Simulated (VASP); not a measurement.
## C: G0W0 quasiparticle levels with PBE

Crystal: C.

```
CELL_PARAMETERS angstrom
-0.01298 1.78495 1.78495
1.78495 -0.01298 1.78495
1.78495 1.78495 -0.01298
ATOMIC_POSITIONS crystal
C 0.99995 0.99995 0.99995
C 0.25005 0.25005 0.25005
```

```yaml
Program: VASP 6.6.1
Task: G0W0 quasiparticle levels
Functional: PBE
Potentials_or_basis: VASP PAW PBE potentials, release 64 (C_GW)
Cutoff: 500 eV
k_mesh: 6 × 6 × 6
Occupations: gaussian, width 0.01 eV
Spin: no spin polarisation
Dipole_correction: no
GW_scheme: G0W0
GW_iterations: 1
Cutoff_of_the_response_function: 150
Frequency_points: 96
Empty_bands: 47
Further_INCAR_settings: ALGO = EVGW0; EDIFF = 1e-08; NBANDS = 51
```

```json
{"Quasiparticle gap": "5.37 eV", "Least direct quasiparticle gap": "7.11 eV", "Band gap of the starting levels on the mesh": "4.11 eV", "Least direct gap of the starting levels on the mesh": "5.44 eV"}
```

It took 4.1 min on 1 thread of AMD EPYC 7R43 64-Core Processor (Zen 3), on a shared host, peak memory 0.2 GiB.

Caveat: the k points lie up to 0.51 Å⁻¹ apart; bands, screening cutoff and mesh are small and nothing is extrapolated, so the quasiparticle values aren't converged.
